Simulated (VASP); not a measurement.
Set up this calculation in VASP 6.6.1, as the native input.

* Task: single point
* Functional: PBE
* Potentials or basis: VASP PAW PBE potentials, release 64 (Mn_sv, O)
* Cutoff: 700 eV
* k mesh: 9 × 9 × 9
* Occupations: fermi-dirac, width 0.05 eV
* Spin: collinear spin, ferromagnetic start
* Starting moments: [4.0, 0.0] μB
* Fixed moment: 4 μB
* Dipole correction: no
* Further INCAR settings: ALGO = Normal; EDIFF = 1e-06; NBANDS = 22

The structure of MnO lies in POSCAR:

```
MnO
1.0
    0.0000000000      2.2220003300      2.2220003300
    2.2220003300      0.0000000000      2.2220003300
    2.2220003300      2.2220003300      0.0000000000
Mn O
1 1
Direct
    0.0000000000      0.0000000000      0.0000000000
    0.5000000000      0.5000000000      0.5000000000
```

The input as run:

INCAR

```
ALGO = Normal
EDIFF = 1E-6
ENCUT = 700
GGA = PE
GGA_COMPAT = F
ISIF = 2
ISMEAR = -1
ISPIN = 2
LASPH = T
LCHARG = F
LMAXMIX = 4
LORBIT = 11
LREAL = F
LWAVE = F
MAGMOM = 4 0
NBANDS = 22
NELM = 200
NUPDOWN = 4.0
PREC = Accurate
SIGMA = 0.05
```

KPOINTS

```
k-points
0
Gamma
  9 9 9
```

Potentials or basis: VASP PAW PBE potentials, release 64 (Mn_sv, O).

Launch:

```console
$ cat potpaw_PBE.64/Mn_sv/POTCAR potpaw_PBE.64/O/POTCAR > POTCAR
$ mpirun -np 1 vasp_std > vasp.out
```

Results of the run:

```
Pressure                                              : -13.2 GPa
Net moment                                            : 4.00 μB per cell
Site moments                                          : Mn +3.62; O +0.08 μB
Valence electrons inside the program's atomic spheres : Mn 12.82; O 4.94
```

Caveat: the cell stands under tension; the total moment is fixed, so each spin has its own Fermi level and the state may be an excited one; a cell with one magnetic atom can't hold antiferromagnetic order, which such compounds often take.

Run time: 34 s on 1 thread of Intel(R) Xeon(R) Platinum 8488C (Sapphire Rapids), with other jobs on the host, peak memory 0.19 GiB.
